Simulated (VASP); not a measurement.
# Cr (P6/mmm) in VASP: single point with BLYP

Aim: the single point of Cr with BLYP.

Everything below comes from runs of VASP 6.6.1. Logs are shortened: lines on timing, memory, paths and dates and some standing lists are left out, and cuts for length are marked.

### 1 The cell of the first run

The structure is hexagonal, space group P6/mmm (No. 191). The conventional cell has a = 4.292 Å, b = 4.292 Å, c = 2.302 Å, α = 90.00°, β = 90.00°, γ = 120.00°. Cr (site symmetry 6/mmm) has 14 Cr at 2.30 to 2.73 Å within 3.0 Å. Within 3.0 Å of Cr (site symmetry -6m2) lie 11 Cr at 2.30 to 2.73 Å.

This isn't the form of Cr at room conditions, which is bcc.

### 2 Single point, BLYP, collinear spin, ferromagnetic start

INCAR

```
  PREC = Accurate
  ENCUT = 520
  EDIFF = 1E-7
  ISMEAR = -1
  SIGMA = 0.05
  LREAL = F
  LASPH = T
  NELM = 150
  ALGO = Normal
  ISIF = 2
  LWAVE = F
  LCHARG = F
  ISPIN = 2
  MAGMOM = 1.5 1.5 1.5
  LORBIT = 11
  LMAXMIX = 4
  GGA = B5
  ALDAX = 1.0
  AGGAX = 1.0
  AGGAC = 1.0
  ALDAC = 0.0
  NBANDS = 29
```

KPOINTS

```
regular mesh
0
Gamma
  11 11 18
```

POSCAR

```
Cr
1.0
    4.2921204283      0.0000000000      0.0000000000
   -2.1460602141      3.7170853270      0.0000000000
    0.0000000000      0.0000000000      2.3015477472
Cr
3
Direct
    1.0000000000      1.0000000000      0.0000000000
    0.3333333333      0.6666666667      0.5000000000
    0.6666666667      0.3333333333      0.5000000000
```

Potentials or basis: VASP PAW PBE potentials, release 64 (Cr_pv).

Run with:

```console
cat potpaw_PBE.64/Cr_pv/POTCAR > POTCAR
mpirun -np 1 vasp_std > vasp.out
```

OUTCAR:

```text
PREC = Accurate
   ENCUT = 520
   EDIFF = 1E-7
   ISMEAR = -1
   LREAL = F
   LASPH = T
   NELM = 150
   ISIF = 2
   ISPIN = 2
   LORBIT = 11
   GGA = B5

 ion  position               nearest neighbor table
   1  0.000  0.000  0.000-   2 2.73   3 2.73   2 2.73   3 2.73   2 2.73   2 2.73   3 2.73   3 2.73
                             3 2.73   3 2.73   2 2.73   2 2.73
   2  0.333  0.667  0.500-   3 2.48   3 2.48   3 2.48   1 2.73   1 2.73   1 2.73   1 2.73   1 2.73
                             1 2.73
   3  0.667  0.333  0.500-   2 2.48   2 2.48   2 2.48   1 2.73   1 2.73   1 2.73   1 2.73   1 2.73
                             1 2.73

  LATTYP: Found a hexagonal cell.
 ALAT       =     4.2921204283
 C/A-ratio  =     0.5362262746

  Lattice vectors:

 A1 = (   4.2921204283,   0.0000000000,   0.0000000000)
 A2 = (  -2.1460602141,   3.7170853270,   0.0000000000)
 A3 = (   0.0000000000,   0.0000000000,   2.3015477472)

Analysis of symmetry for initial positions (statically):
=====================================================================
 Subroutine PRICEL returns:
 Original cell was already a primitive cell.

 Routine SETGRP: Setting up the symmetry group for a
 hexagonal supercell.

 Subroutine GETGRP returns: Found 24 space group operations
 (whereof 24 operations were pure point group operations)
 out of a pool of 24 trial point group operations.

The static configuration has the point symmetry D_6h.

Analysis of symmetry for dynamics (positions and initial velocities):
=====================================================================
 Subroutine PRICEL returns:
 Original cell was already a primitive cell.

 Routine SETGRP: Setting up the symmetry group for a
 hexagonal supercell.

 Subroutine GETGRP returns: Found 24 space group operations
 (whereof 24 operations were pure point group operations)
 out of a pool of 24 trial point group operations.

The dynamic configuration has the point symmetry D_6h.

Analysis of structural, dynamic, and magnetic symmetry:
=====================================================================
 Subroutine PRICEL returns:
 Original cell was already a primitive cell.

 Routine SETGRP: Setting up the symmetry group for a
 hexagonal supercell.

 Subroutine GETGRP returns: Found 24 space group operations
 (whereof 24 operations were pure point group operations)
 out of a pool of 24 trial point group operations.

The overall configuration has the point symmetry D_6h.

 Subroutine INISYM returns: Found 24 space group operations
 (whereof 24 operations are pure point group operations),
 and found     1 'primitive' translations

----------------------------------------------------------------------------------------

                                     Primitive cell

  volume of cell :      36.7193

  direct lattice vectors                    reciprocal lattice vectors
     4.292120428  0.000000000  0.000000000     0.232985075  0.134513996  0.000000000
    -2.146060214  3.717085327  0.000000000     0.000000000  0.269027992  0.000000000
     0.000000000  0.000000000  2.301547747     0.000000000  0.000000000  0.434490226

  length of vectors
     4.292120428  4.292120428  2.301547747     0.269027992  0.269027992  0.434490226

  position of ions in fractional coordinates (direct lattice)
     0.000000000  0.000000000  0.000000000
     0.333333333  0.666666667  0.500000000
     0.666666667  0.333333333  0.500000000

  ion indices of the primitive-cell ions
   primitive index   ion index
                 1           1
                 2           2
                 3           3

----------------------------------------------------------------------------------------

 KPOINTS: regular mesh

Automatic generation of k-mesh.
 Grid dimensions read from file:
 generate k-points for:   11   11   18

 Generating k-lattice:

  Cartesian coordinates                     Fractional coordinates (reciprocal lattice)
     0.021180461  0.012228545  0.000000000     0.090909091 -0.000000000  0.000000000
     0.000000000  0.024457090  0.000000000     0.000000000  0.090909091  0.000000000
     0.000000000  0.000000000  0.024138346     0.000000000  0.000000000  0.055555556

  Length of vectors
     0.024457090  0.024457090  0.024138346

  Shift w.r.t. Gamma in fractional coordinates (k-lattice)
     0.000000000  0.000000000  0.000000000

 Subroutine IBZKPT returns following result:
 ===========================================

 Found    160 irreducible k-points:

 Following reciprocal coordinates:
            Coordinates               Weight
  0.000000  0.000000  0.000000      1.000000
  0.090909 -0.000000  0.000000      6.000000
  0.181818  0.000000  0.000000      6.000000
  0.272727  0.000000  0.000000      6.000000
  0.363636  0.000000  0.000000      6.000000
  0.454545  0.000000  0.000000      6.000000
[... 16 lines left out ...]
  0.090909  0.090909  0.055556     12.000000
  0.181818  0.090909  0.055556     24.000000
 [... further k-points ...]
   k-points           NKPTS =    160   k-points in BZ     NKDIM =    160   number of bands    NBANDS=     29
   number of dos      NEDOS =    301   number of ions     NIONS =      3
   total plane-waves  NPLWV =  18432
   dimension x,y,z NGX =    32 NGY =   32 NGZ =   18
   dimension x,y,z NGXF=    64 NGYF=   64 NGZF=   36
   ions per type =               3
   NGX,Y,Z   is equivalent  to a cutoff of  12.39, 12.39, 13.00 a.u.
   NGXF,Y,Z  is equivalent  to a cutoff of  24.79, 24.79, 26.00 a.u.
 SYSTEM =  unknown system
   PREC   = accura    normal or accurate (medium, high low for compatibility)
   ISTART =      0    job   : 0-new  1-cont  2-samecut
   ICHARG =      2    charge: 1-file 2-atom 10-const
   ISPIN  =      2    spin polarized calculation?
   LNONCOLLINEAR =      F non collinear calculations
   LSORBIT =      F    spin-orbit coupling
   LASPH  =      T    aspherical Exc in radial PAW
   ENCUT  =  520.0 eV  38.22 Ry    6.18 a.u.   7.98  7.98  4.28*2*pi/ulx,y,z
   NELM   =    150;   NELMIN=  2; NELMDL= -5     # of ELM steps
   EDIFF  = 0.1E-06   stopping-criterion for ELM
   LREAL  =      F    real-space projection
   EDIFFG = 0.1E-05   stopping-criterion for IOM
   NSW    =      0    number of steps for IOM
   IBRION =     -1    ionic relax: 0-MD 1-quasi-New 2-CG
   NFREE  =      0    steps in history (QN), initial steepest desc. (CG)
   ISIF   =      2    stress and relaxation
   ISYM   =      2    0-nonsym 1-usesym 2-fastsym
   POTIM  = 0.5000    time-step for ionic-motion
   TEBEG  =    0.0;   TEEND  =   0.0 temperature during run
   PSTRESS=    0.0 pullay stress
   NELECT =      36.0000    total number of electrons
   NUPDOWN=      -1.0000    fix difference up-down
   EMIN   =  10.00;   EMAX   =-10.00  energy-range for DOS
   EFERMI =   0.00;   METHOD = LEGACY
   ISMEAR =    -1;   SIGMA  =   0.05  broadening in eV -4-tet -1-fermi 0-gaus
   EFERMI_NEDOS =   21; number of points for ismear=-14 and -15
   IALGO  =     38    algorithm
   IMIX   =      4    mixing-type and parameters
     AMIX     =   0.40;   BMIX     =  1.00
     AMIX_MAG =   1.60;   BMIX_MAG =  1.00
  volume/ion in A,a.u.               =      12.24        82.60
  Fermi-wavevector in a.u.,A,eV,Ry     =   1.626338  3.073334 35.987082  2.644976
  Thomas-Fermi vector in A             =   2.719314
   LORBIT       =     11    0 simple, 1 ext, 2 COOP (PROOUT), +10 PAW based schemes
   GGA     = B5    functional components
   LHFCALC =     F    Hartree Fock is set to
   AEXX    =    0.0000 exact exchange contribution
   IVDW    =     0    specifies the selected vdW correction
   LEPSILON=     F    determine dielectric tensor
   LRPA    =     F    only Hartree local field effects (RPA)
 spin polarized calculation
  energy-cutoff  :      520.00
  volume of cell :       36.72
 maximum number of plane-waves:      1006
 NGX is ok and might be reduce to    32
   NGX = 15   NGY = 15   NGZ =  9

 number of electron      35.9999982 magnetization      -0.0005645

 number of electron      35.9999982 magnetization       0.0001765

 Free energy of the ion-electron system (eV)
  ---------------------------------------------------
  ext. energy  EPLUGINS =         0.00000000
  ---------------------------------------------------
  free energy    TOTEN  =       -24.06118632 eV

  energy without entropy =      -24.01354380  energy(sigma->0) =      -24.03736506

 E-fermi :  10.5808     XC(G=0): -12.7359

 val. band max:       10.5778175184   @ k =   0.4545   0.0000   0.2222
 cond. band min:      10.5808318858   @ k =   0.0909  -0.0000   0.3889
 fundamental gap:      0.0030143674
 Fermi energy:        10.5808294165

 spin component 1

 k-point     1 :       0.0000    0.0000    0.0000
  band No.  band energies     occupation
      1     -32.4075      1.00000
      2     -32.4075      1.00000
      3     -32.3904      1.00000
      4     -32.3904      1.00000
      5     -31.9014      1.00000
      6     -31.9014      1.00000
[... 21 lines left out ...]
     28      17.7013      0.00000
     29      17.9991      0.00000

 k-point     2 :       0.0909   -0.0000    0.0000
  band No.  band energies     occupation
      1     -32.4573      1.00000
      2     -32.4497      1.00000
      3     -32.3382      1.00000
      4     -32.3322      1.00000
      5     -31.9180      1.00000
      6     -31.9037      1.00000
[... 21 lines left out ...]
     28      17.5272      0.00000
     29      17.7010      0.00000

 k-point     3 :       0.1818    0.0000    0.0000
  band No.  band energies     occupation
      1     -32.5083      1.00000
      2     -32.4744      1.00000
      3     -32.2797      1.00000
      4     -32.2632      1.00000
      5     -31.9638      1.00000
      6     -31.9107      1.00000
[... 638 lines left out ...]
      5     -31.9484      1.00000
      6     -31.9060      1.00000
[... 21 lines left out ...]
     28      17.4801      0.00000
     29      17.7009      0.00000

 k-point    24 :       0.1818    0.0909    0.0556
  band No.  band energies     occupation
      1     -32.5170      1.00000
      2     -32.4833      1.00000
      3     -32.2444      1.00000
      4     -32.2182      1.00000
      5     -32.0020      1.00000
      6     -31.9134      1.00000
[... 21 lines left out ...]
     28      17.4813      0.00000
     29      17.7009      0.00000

 [... further k-points ...]

 spin component 2

 k-point     1 :       0.0000    0.0000    0.0000
  band No.  band energies     occupation
      1     -32.4075      1.00000
      2     -32.4075      1.00000
      3     -32.3903      1.00000
      4     -32.3903      1.00000
      5     -31.9013      1.00000
      6     -31.9013      1.00000
[... 21 lines left out ...]
     28      17.7011      0.00000
     29      17.9991      0.00000

 k-point     2 :       0.0909   -0.0000    0.0000
  band No.  band energies     occupation
      1     -32.4572      1.00000
      2     -32.4496      1.00000
      3     -32.3381      1.00000
      4     -32.3321      1.00000
      5     -31.9179      1.00000
      6     -31.9037      1.00000
[... 21 lines left out ...]
     28      17.4821      0.00000
     29      17.7010      0.00000

 k-point     3 :       0.1818    0.0000    0.0000
  band No.  band energies     occupation
      1     -32.5083      1.00000
      2     -32.4743      1.00000
      3     -32.2796      1.00000
      4     -32.2631      1.00000
      5     -31.9637      1.00000
      6     -31.9106      1.00000
[... 638 lines left out ...]
      5     -31.9483      1.00000
      6     -31.9059      1.00000
[... 21 lines left out ...]
     28      17.4950      0.00000
     29      17.7010      0.00000

 k-point    24 :       0.1818    0.0909    0.0556
  band No.  band energies     occupation
      1     -32.5169      1.00000
      2     -32.4833      1.00000
      3     -32.2443      1.00000
      4     -32.2181      1.00000
      5     -32.0019      1.00000
      6     -31.9133      1.00000
[... 21 lines left out ...]
     28      17.4806      0.00000
     29      17.7010      0.00000

 [... further k-points ...]

------------------------ aborting loop because EDIFF is reached ----------------------------------------

  FORCE on cell =-STRESS in cart. coord.  units (eV):
  Direction    XX          YY          ZZ          XY          YZ          ZX
  --------------------------------------------------------------------------------------
  -------------------------------------------------------------------------------------
  Total       -0.0661418     -0.0661418      0.1505300     -0.0000000     -0.0000000     -0.0000000
  in kB       -2.8859704     -2.8859704      6.5680930     -0.0000000     -0.0000000     -0.0000000
  external PRESSURE =       0.2653841 kB  Pullay stress =       0.0000000 kB

 VOLUME and BASIS-vectors are now :
 -----------------------------------------------------------------------------
  energy-cutoff  :      520.00
  volume of cell :       36.72
      direct lattice vectors                 reciprocal lattice vectors
     4.292120428  0.000000000  0.000000000     0.232985075  0.134513996  0.000000000
    -2.146060214  3.717085327  0.000000000     0.000000000  0.269027992  0.000000000
     0.000000000  0.000000000  2.301547747     0.000000000  0.000000000  0.434490226

 POSITION                                       TOTAL-FORCE (eV/Angst)
 -----------------------------------------------------------------------------------
      0.00000      0.00000      0.00000         0.000000      0.000000      0.000000
     -0.00000      2.47806      1.15077        -0.000000      0.000000      0.000000
      2.14606      1.23903      1.15077         0.000000      0.000000     -0.000000
 -----------------------------------------------------------------------------------
    total drift:                               -0.000000      0.000000      0.000000

  FREE ENERGIE OF THE ION-ELECTRON SYSTEM (eV)
  ---------------------------------------------------
  free  energy   TOTEN  =       -24.0611863200 eV

  energy  without entropy=      -24.0135437996  energy(sigma->0) =      -24.03736506

 total charge

# of ion       s       p       d       tot
------------------------------------------
    1        0.383   6.351   4.230  10.964
    2        0.394   6.336   4.301  11.031
    3        0.394   6.336   4.301  11.031
--------------------------------------------------
tot          1.170  19.023  12.833  33.026

 magnetization (x)

# of ion       s       p       d       tot
------------------------------------------
    1       -0.000  -0.000   0.000   0.000
    2        0.000   0.000   0.000   0.000
    3        0.000   0.000   0.000   0.000
--------------------------------------------------
tot          0.000   0.000   0.000   0.000
```

Run time: 5.1 min. Hardware: 1 thread of Intel Xeon Platinum 8259CL at 2.50GHz (Skylake/Cascade Lake), shared host; peak memory 0.33 GiB.

Results:

| Quantity | Value |
| --- | --- |
| Free energy | -24.0612 eV |
| Pressure | 0.0 GPa |
| Band gap on the k mesh | zero (filled and empty bands overlap) |
| Net moment | 0.00 μB per cell |
| Valence electrons inside the program's atomic spheres | Cr 10.96, 11.03 (each value once) |

Stress tensor (GPa, compression positive):
```
-0.29  0.00  0.00
 0.00 -0.29  0.00
 0.00  0.00  0.66
```

Caveat: the moments typed at the start vanished in this run; the PAW data sets were made with another functional, which shifts forces and pressure a little.
